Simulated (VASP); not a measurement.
# MgO (Fm-3m) in VASP: notebook

Runs on MgO. Level: LDA. Tasks: single point, relaxation of cell and atoms.

Everything below comes from runs of VASP 6.6.1. Logs are shortened: lines on timing, memory, paths and dates and some standing lists are left out, and cuts for length are marked.

## (1) The cell of the first run

The structure is cubic, space group Fm-3m (No. 225). Conventional cell: a = 4.088 Å, b = 4.088 Å, c = 4.088 Å, α = 90.00°, β = 90.00°, γ = 90.00°. Within 2.7 Å of Mg (site symmetry m-3m) lie 6 O at 2.04 Å. Within 2.7 Å of O (site symmetry m-3m) lie 6 Mg at 2.04 Å.

## (2) Single point, LDA

INCAR

```
ALGO = Normal ; EDIFF = 1E-6
ENCUT = 520 ; GGA = CA
ISIF = 2 ; ISMEAR = 0
LASPH = True ; LCHARG = False
LREAL = False ; LWAVE = False
NBANDS = 11 ; NELM = 80
PREC = Accurate ; SIGMA = 0.01
```

KPOINTS

```
k-points
0
Gamma
  10 10 10
```

POSCAR

```
MgO
1.0
    2.0438260727      2.0438260727      0.0000000000
   -2.0438260727      2.0438260727      0.0000000000
    0.0000000000      2.0438260727      2.0438260727
Mg O
1 1
Direct
    0.0000000000      0.0000000000      0.0000000000
    0.5000000000      0.5000000000      0.0000000000
```

Potentials or basis: VASP PAW LDA potentials, release 64 (Mg, O).

Launch:

```sh
$ cat potpaw_LDA.64/Mg/POTCAR potpaw_LDA.64/O/POTCAR > POTCAR
$ mpirun -np 1 vasp_std > vasp.out
```

OUTCAR:

```text
EDIFF = 1E-6
   ENCUT = 520
   GGA = CA
   ISIF = 2
   ISMEAR = 0
   LASPH = True
   LREAL = False
   NELM = 80
   PREC = Accurate

 ion  position               nearest neighbor table
   1  0.000  0.000  0.000-   2 2.04   2 2.04   2 2.04   2 2.04   2 2.04   2 2.04
   2  0.500  0.500  0.000-   1 2.04   1 2.04   1 2.04   1 2.04   1 2.04   1 2.04

  LATTYP: Found a face centered cubic cell.
 ALAT       =     4.0876521454

  Lattice vectors:

 A1 = (   0.0000000000,   2.0438260727,   2.0438260727)
 A2 = (   2.0438260727,   0.0000000000,   2.0438260727)
 A3 = (   2.0438260727,   2.0438260727,   0.0000000000)

Analysis of symmetry for initial positions (statically):
=====================================================================
 Subroutine PRICEL returns:
 Original cell was already a primitive cell.

 Routine SETGRP: Setting up the symmetry group for a
 face centered cubic supercell.

 Subroutine GETGRP returns: Found 48 space group operations
 (whereof 48 operations were pure point group operations)
 out of a pool of 48 trial point group operations.

The static configuration has the point symmetry O_h .

Analysis of symmetry for dynamics (positions and initial velocities):
=====================================================================
 Subroutine PRICEL returns:
 Original cell was already a primitive cell.

 Routine SETGRP: Setting up the symmetry group for a
 face centered cubic supercell.

 Subroutine GETGRP returns: Found 48 space group operations
 (whereof 48 operations were pure point group operations)
 out of a pool of 48 trial point group operations.

The dynamic configuration has the point symmetry O_h .

 Subroutine INISYM returns: Found 48 space group operations
 (whereof 48 operations are pure point group operations),
 and found     1 'primitive' translations

----------------------------------------------------------------------------------------

                                     Primitive cell

  volume of cell :      17.0750

  direct lattice vectors                    reciprocal lattice vectors
     2.043826073  2.043826073  0.000000000     0.244639212  0.244639212 -0.244639212
    -2.043826073  2.043826073  0.000000000    -0.244639212  0.244639212 -0.244639212
     0.000000000  2.043826073  2.043826073     0.000000000  0.000000000  0.489278424

  length of vectors
     2.890406551  2.890406551  2.890406551     0.423727545  0.423727545  0.489278424

  position of ions in fractional coordinates (direct lattice)
     0.000000000  0.000000000  0.000000000
     0.500000000  0.500000000  0.000000000

[... 86 lines left out ...]
   PSTRESS=    0.0 pullay stress
   NELECT =       8.0000    total number of electrons
   NUPDOWN=      -1.0000    fix difference up-down
   EMIN   =  10.00;   EMAX   =-10.00  energy-range for DOS
   EFERMI =   0.00;   METHOD = LEGACY
   ISMEAR =     0;   SIGMA  =   0.01  broadening in eV -4-tet -1-fermi 0-gaus
   EFERMI_NEDOS =   21; number of points for ismear=-14 and -15
   IALGO  =     38    algorithm
   IMIX   =      4    mixing-type and parameters
     AMIX     =   0.40;   BMIX     =  1.00
     AMIX_MAG =   1.60;   BMIX_MAG =  1.00
  volume/ion in A,a.u.               =       8.54        57.61
  Fermi-wavevector in a.u.,A,eV,Ry     =   1.271503  2.402793 21.996827  1.616721
  Thomas-Fermi vector in A             =   2.404433
   LORBIT       =      0    0 simple, 1 ext, 2 COOP (PROOUT), +10 PAW based schemes
   GGA     = CA    functional components
   LHFCALC =     F    Hartree Fock is set to
   AEXX    =    0.0000 exact exchange contribution
   IVDW    =     0    specifies the selected vdW correction
   LEPSILON=     F    determine dielectric tensor
   LRPA    =     F    only Hartree local field effects (RPA)
 non-spin polarized calculation
 Gauss-broadening in eV      SIGMA  =   0.01
  energy-cutoff  :      520.00
  volume of cell :       17.08
 maximum number of plane-waves:       474
 NGX is ok and might be reduce to    24
   NGX = 11   NGY = 11   NGZ = 11

 number of electron       7.9999997 magnetization

 Free energy of the ion-electron system (eV)
  ---------------------------------------------------
  ext. energy  EPLUGINS =         0.00000000
  ---------------------------------------------------
  free energy    TOTEN  =       -13.42594204 eV

  energy without entropy =      -13.42594204  energy(sigma->0) =      -13.42594204

 E-fermi :   3.7257     XC(G=0): -12.0328

 val. band max:        3.5985162552   @ k =   0.0000   0.0000   0.0000
 cond. band min:       9.1839245419   @ k =   0.0000   0.0000   0.0000
 fundamental gap:      5.5854082867
 Fermi energy:         3.7257352048

 k-point     1 :       0.0000    0.0000    0.0000
  band No.  band energies     occupation
      1     -13.9008      2.00000
      2       3.5985      2.00000
      3       3.5985      2.00000
      4       3.5985      2.00000
      5       9.1839      0.00000
      6      19.6094      0.00000
      7      19.6094      0.00000
      8      19.6094      0.00000
      9      23.8764      0.00000
     10      25.6358      0.00000
     11      25.6358      0.00000
[... 309 lines left out ...]
 k-point    24 :       0.4000    0.3000    0.0000
  band No.  band energies     occupation
      1     -12.0163      2.00000
      2      -0.3623      2.00000
      3       0.6155      2.00000
      4       2.4080      2.00000
      5      14.0687      0.00000
      6      16.3665      0.00000
      7      16.9318      0.00000
      8      22.2760      0.00000
      9      23.1743      0.00000
     10      28.3207      0.00000
     11      32.1819      0.00000

 [... further k-points ...]

------------------------ aborting loop because EDIFF is reached ----------------------------------------

  FORCE on cell =-STRESS in cart. coord.  units (eV):
  Direction    XX          YY          ZZ          XY          YZ          ZX
  --------------------------------------------------------------------------------------
  -------------------------------------------------------------------------------------
  Total        0.8833695      0.8833695      0.8833695     -0.0000000     -0.0000000      0.0000000
  in kB       82.8879062     82.8879062     82.8879062     -0.0000000     -0.0000000      0.0000000
  external PRESSURE =      82.8879062 kB  Pullay stress =       0.0000000 kB

 VOLUME and BASIS-vectors are now :
 -----------------------------------------------------------------------------
  energy-cutoff  :      520.00
  volume of cell :       17.08
      direct lattice vectors                 reciprocal lattice vectors
     2.043826073  2.043826073  0.000000000     0.244639212  0.244639212 -0.244639212
    -2.043826073  2.043826073  0.000000000    -0.244639212  0.244639212 -0.244639212
     0.000000000  2.043826073  2.043826073     0.000000000  0.000000000  0.489278424

 POSITION                                       TOTAL-FORCE (eV/Angst)
 -----------------------------------------------------------------------------------
      0.00000      0.00000      0.00000         0.000000     -0.000000      0.000000
      0.00000      2.04383      0.00000        -0.000000      0.000000      0.000000
 -----------------------------------------------------------------------------------
    total drift:                                0.000000     -0.000000     -0.000000

  FREE ENERGIE OF THE ION-ELECTRON SYSTEM (eV)
  ---------------------------------------------------
  free  energy   TOTEN  =       -13.4259420386 eV

  energy  without entropy=      -13.4259420386  energy(sigma->0) =      -13.42594204
```

OSZICAR:

```text
N       E                     dE             d eps       ncg     rms          rms(c)
DAV:   1     0.105395508919E+02    0.10540E+02   -0.47330E+03  1178   0.656E+02
DAV:   2    -0.145523173524E+02   -0.25092E+02   -0.24627E+02  1205   0.134E+02
DAV:   3    -0.150347095505E+02   -0.48239E+00   -0.48152E+00  1255   0.156E+01
DAV:   4    -0.150358813090E+02   -0.11718E-02   -0.11717E-02  1115   0.834E-01
DAV:   5    -0.150358842487E+02   -0.29396E-05   -0.29396E-05  1214   0.406E-02    0.718E+00
DAV:   6    -0.134834446415E+02    0.15524E+01   -0.82646E+00  1070   0.161E+01    0.210E+00
DAV:   7    -0.134493621052E+02    0.34083E-01   -0.69249E-02  1148   0.210E+00    0.129E+00
DAV:   8    -0.134264515471E+02    0.22911E-01   -0.24979E-02  1079   0.167E+00    0.224E-01
DAV:   9    -0.134260654646E+02    0.38608E-03   -0.56998E-04  1208   0.169E-01    0.124E-01
DAV:  10    -0.134259424148E+02    0.12305E-03   -0.39804E-04  1085   0.154E-01    0.504E-03
DAV:  11    -0.134259420386E+02    0.37613E-06   -0.50341E-06  1193   0.135E-02
   1 F= -.13425942E+02 E0= -.13425942E+02  d E =-.869500E-75
```

It took 4.5 s on 1 thread of Intel Xeon 6975P-C, shared host; peak memory 0.13 GiB.

Results:

```
Free energy            : -13.4259 eV
Pressure               : 8.3 GPa
Band gap on the k mesh : 5.59 eV, direct
```

## (3) Relaxation of cell and atoms, LDA, target pressure -2 GPa, at which the enthalpy is minimised

This run uses another cell than the first one, of 8.99 Å³/atom, 1.053 times its volume.

INCAR

```
PREC = Accurate
ENCUT = 600
EDIFF = 1E-6
ISMEAR = 0
SIGMA = 0.01
LREAL = False
LASPH = True
NELM = 100
ALGO = Normal
ISIF = 3
LWAVE = False
LCHARG = False
IBRION = 2
NSW = 100
EDIFFG = -0.002
PSTRESS = -20.0
```

KPOINTS

```
regular mesh
0
Gamma
  10 10 10
```

POSCAR

```
MgO
1.0
    2.0795922154      2.0795922154      0.0000000000
   -2.0795922154      2.0795922154      0.0000000000
    0.0000000000      2.0795922154      2.0795922154
Mg O
1 1
Direct
    0.0000000000      0.0000000000      0.0000000000
    0.5000000000      0.5000000000      0.0000000000
```

Potentials or basis: VASP PAW LDA potentials, release 64 (Mg, O).

Launch:

```sh
$ cat potpaw_LDA.64/Mg/POTCAR potpaw_LDA.64/O/POTCAR > POTCAR
$ mpirun -np 1 vasp_std > vasp.out
```

OUTCAR:

```text
PREC = Accurate
   ENCUT = 600
   EDIFF = 1E-6
   ISMEAR = 0
   LREAL = False
   LASPH = True
   NELM = 100
   ISIF = 3
   IBRION = 2
   NSW = 100
   EDIFFG = -0.002
   PSTRESS = -20.0

 ion  position               nearest neighbor table
   1  0.000  0.000  0.000-   2 2.08   2 2.08   2 2.08   2 2.08   2 2.08   2 2.08
   2  0.500  0.500  0.000-   1 2.08   1 2.08   1 2.08   1 2.08   1 2.08   1 2.08

  LATTYP: Found a face centered cubic cell.
 ALAT       =     4.1591844308

  Lattice vectors:

 A1 = (   0.0000000000,   2.0795922154,   2.0795922154)
 A2 = (   2.0795922154,   0.0000000000,   2.0795922154)
 A3 = (   2.0795922154,   2.0795922154,   0.0000000000)

Analysis of symmetry for initial positions (statically):
=====================================================================
 Subroutine PRICEL returns:
 Original cell was already a primitive cell.

 Routine SETGRP: Setting up the symmetry group for a
 face centered cubic supercell.

 Subroutine GETGRP returns: Found 48 space group operations
 (whereof 48 operations were pure point group operations)
 out of a pool of 48 trial point group operations.

The static configuration has the point symmetry O_h .

Analysis of symmetry for dynamics (positions and initial velocities):
=====================================================================
 Subroutine PRICEL returns:
 Original cell was already a primitive cell.

 Routine SETGRP: Setting up the symmetry group for a
 face centered cubic supercell.

 Subroutine GETGRP returns: Found 48 space group operations
 (whereof 48 operations were pure point group operations)
 out of a pool of 48 trial point group operations.

The dynamic configuration has the point symmetry O_h .

 Subroutine INISYM returns: Found 48 space group operations
 (whereof 48 operations are pure point group operations),
 and found     1 'primitive' translations

----------------------------------------------------------------------------------------

[... 126 lines left out ...]
  energy-cutoff  :      600.00
  volume of cell :       17.99
 maximum number of plane-waves:       620
   NGX = 11   NGY = 11   NGZ = 11

--------------------------------------- Ionic step        1  -------------------------------------------

 number of electron       8.0000000 magnetization

 Free energy of the ion-electron system (eV)
  ---------------------------------------------------
  ext. energy  EPLUGINS =         0.00000000
  ---------------------------------------------------
  free energy    TOTEN  =       -13.44824892 eV

  energy without entropy =      -13.44824892  energy(sigma->0) =      -13.44824892

------------------------ aborting loop because EDIFF is reached ----------------------------------------

  FORCE on cell =-STRESS in cart. coord.  units (eV):
  Direction    XX          YY          ZZ          XY          YZ          ZX
  --------------------------------------------------------------------------------------
  -------------------------------------------------------------------------------------
  Total       -0.2163498     -0.2163498     -0.2163498      0.0000000      0.0000000      0.0000000
  in kB      -19.2709251    -19.2709251    -19.2709251      0.0000000      0.0000000      0.0000000
  external PRESSURE =       0.7290749 kB  Pullay stress =     -20.0000000 kB
[... 63 lines left out ...]
--------------------------------------- Ionic step        3  -------------------------------------------

 number of electron       8.0000000 magnetization

 Free energy of the ion-electron system (eV)
  ---------------------------------------------------
  ext. energy  EPLUGINS =         0.00000000
  ---------------------------------------------------
  free energy    TOTEN  =       -13.44817746 eV

  energy without entropy =      -13.44817746  energy(sigma->0) =      -13.44817746

 E-fermi :   3.2698     XC(G=0): -11.7742

 val. band max:        3.1691889670   @ k =   0.0000   0.0000   0.0000
 cond. band min:       8.2024648432   @ k =   0.0000   0.0000   0.0000
 fundamental gap:      5.0332758761
 Fermi energy:         3.2697550760

 k-point     1 :       0.0000    0.0000    0.0000
  band No.  band energies     occupation
      1     -14.0332      2.00000
      2       3.1692      2.00000
      3       3.1692      2.00000
      4       3.1692      2.00000
      5       8.2025      0.00000
      6      18.9009      0.00000
      7      18.9009      0.00000
      8      18.9009      0.00000
[... 243 lines left out ...]
 k-point    24 :       0.4000    0.3000    0.0000
  band No.  band energies     occupation
      1     -12.3188      2.00000
      2      -0.5904      2.00000
      3       0.3451      2.00000
      4       2.0552      2.00000
      5      13.3354      0.00000
      6      15.4131      0.00000
      7      15.9200      0.00000
      8      21.1354      0.00000

 [... further k-points ...]

------------------------ aborting loop because EDIFF is reached ----------------------------------------

  FORCE on cell =-STRESS in cart. coord.  units (eV):
  Direction    XX          YY          ZZ          XY          YZ          ZX
  --------------------------------------------------------------------------------------
  -------------------------------------------------------------------------------------
  Total       -0.2252121     -0.2252121     -0.2252121      0.0000000      0.0000000     -0.0000000
  in kB      -20.0538714    -20.0538714    -20.0538714      0.0000000      0.0000000     -0.0000000
  external PRESSURE =      -0.0538714 kB  Pullay stress =     -20.0000000 kB
[... 21 lines left out ...]
  energy  without entropy=      -13.4481774589  energy(sigma->0) =      -13.44817746

  enthalpy is  TOTEN    =       -13.6727845554 eV   P V=       -0.2246070964

 reached required accuracy - stopping structural energy minimisation
```

OSZICAR:

```text
N       E                     dE             d eps       ncg     rms          rms(c)
DAV:   1     0.107342299588E+02    0.10734E+02   -0.53249E+03   880   0.101E+03
DAV:   2    -0.147241461573E+02   -0.25458E+02   -0.24327E+02   920   0.145E+02
DAV:   3    -0.150291086712E+02   -0.30496E+00   -0.30496E+00  1000   0.175E+01
DAV:   4    -0.150294487171E+02   -0.34005E-03   -0.34005E-03  1000   0.549E-01
[... 12 lines left out ...]
   2 F= -.13672784E+02 E0= -.13672784E+02  d E =0.214997E-06
       N       E                     dE             d eps       ncg     rms          rms(c)
DAV:   1    -0.134481812080E+02   -0.65322E-04   -0.83046E-05   784   0.937E-02    0.146E-02
DAV:   2    -0.134481775187E+02    0.36892E-05   -0.27488E-05   752   0.390E-02    0.136E-03
DAV:   3    -0.134481774589E+02    0.59833E-07   -0.24968E-07   424   0.596E-03
   3 F= -.13672785E+02 E0= -.13672785E+02  d E =-.676852E-06
```

Wall time 5.5 s (1 thread of Intel Xeon 6975P-C, shared host); peak memory 0.13 GiB.

Results:

| Item | Value |
| --- | --- |
| Free energy | -13.4482 eV |
| Relaxed volume | 9.00 Å³/atom |
| Relaxed cell | a = 2.941 Å, b = 2.941 Å, c = 2.941 Å, α = 60.00°, β = 60.00°, γ = 90.00° |
| Space group after relaxing (to 0.05 Å) | Fm-3m (No. 225) |
| Energy change on relaxing (the enthalpy is what falls) | +0.0 meV/atom |
| Ionic steps | 3 |
| Pressure after relaxing | -2.0 GPa |
| Band gap on the k mesh | 5.03 eV, direct |

Final structure:
```
CELL_PARAMETERS angstrom
2.07981 2.07981 0.00000
-2.07981 2.07981 0.00000
0.00000 2.07981 2.07981
ATOMIC_POSITIONS crystal
Mg 0.00000 0.00000 0.00000
O 0.50000 0.50000 0.00000
```

Caveat: the cell is relaxed towards a set pressure, so the enthalpy falls and the energy may rise. A hybrid or GW would open this gap; LDA tends to underestimate it.

## (4) Relaxation of cell and atoms, LDA, target pressure 2 GPa, at which the enthalpy is minimised

This run uses another cell than the first one, of 8.99 Å³/atom, 1.053 times its volume.

INCAR

```
PREC = Accurate ; ENCUT = 600
EDIFF = 1E-6 ; ISMEAR = 0
SIGMA = 0.01 ; LREAL = False
LASPH = True ; NELM = 60
ALGO = Normal ; ISIF = 3
LWAVE = False ; LCHARG = False
IBRION = 2 ; NSW = 100
EDIFFG = -0.002 ; PSTRESS = 20.0
```

KPOINTS

```
Automatic mesh
0
Gamma
  10 10 10
```

POSCAR is that of step 3.

Launch:

```sh
$ cat potpaw_LDA.64/Mg/POTCAR potpaw_LDA.64/O/POTCAR > POTCAR
$ mpirun -np 1 vasp_std > vasp.out
```

Run time: 7.9 s. Hardware: 1 thread of Intel Xeon 6975P-C, shared host; peak memory 0.14 GiB.

The run converged. Its results:

```yaml
Free_energy: -13.4483 eV
Relaxed_volume: 8.80 Å³/atom
Relaxed_cell: a = 2.919 Å, b = 2.919 Å, c = 2.919 Å, α = 60.00°, β = 60.00°, γ = 90.00°
Space_group_after_relaxing_to_0.05_Å: Fm-3m (No. 225)
Energy_change_on_relaxing_the_enthalpy_is_what_falls: -0.0 meV/atom
Ionic_steps: 3
Pressure_after_relaxing: 2.0 GPa
Band_gap_on_the_k_mesh: 5.27 eV, direct
```

Final structure:
```
CELL_PARAMETERS angstrom
2.06428 2.06428 0.00000
-2.06428 2.06428 0.00000
0.00000 2.06428 2.06428
ATOMIC_POSITIONS crystal
Mg 0.00000 0.00000 0.00000
O 0.50000 0.50000 0.00000
```

Levels at points of the mesh, in eV from the valence-band top:
```
           k point  band 2  band 3  band 4  band 5  band 6  band 7
(0.00, 0.00, 0.00)    0.00    0.00    0.00    5.27   15.85   15.85
(0.50, 0.00, 0.00)   -4.97   -0.74   -0.74    8.12   13.08   16.62
(0.50, 0.50, 0.00)   -4.41   -1.46   -1.46    8.94   10.37   13.54
```

Caveat: the cell is relaxed towards a set pressure, so the enthalpy falls and the energy may rise.

## (5) The runs side by side

| task | cell | cutoff (eV) | gap on the mesh (eV) | pressure (GPa) |
| --- | --- | --- | --- | --- |
| single point | a = 2.890 Å, angles 60.0, 60.0, 90.0°, 2 atoms | 520 | 5.59 | 8.3 |
| relaxation of cell and atoms | relaxed to -2 GPa from a = 2.941 Å, angles 60.0, 60.0, 90.0°, 2 atoms | 600 | 5.03 | -2.0 |
| relaxation of cell and atoms | relaxed to 2 GPa from a = 2.941 Å, angles 60.0, 60.0, 90.0°, 2 atoms | 600 | 5.27 | 2.0 |

Alike in all rows: level LDA; potentials or basis VASP PAW LDA potentials, release 64 (Mg, O); no spin polarisation; k mesh 10 × 10 × 10; smearing gaussian 0.01 eV.

Caveats: the cell is relaxed towards a set pressure, so the enthalpy falls and the energy may rise (some runs).

Absolute energies hang on the potentials; compare differences alone.
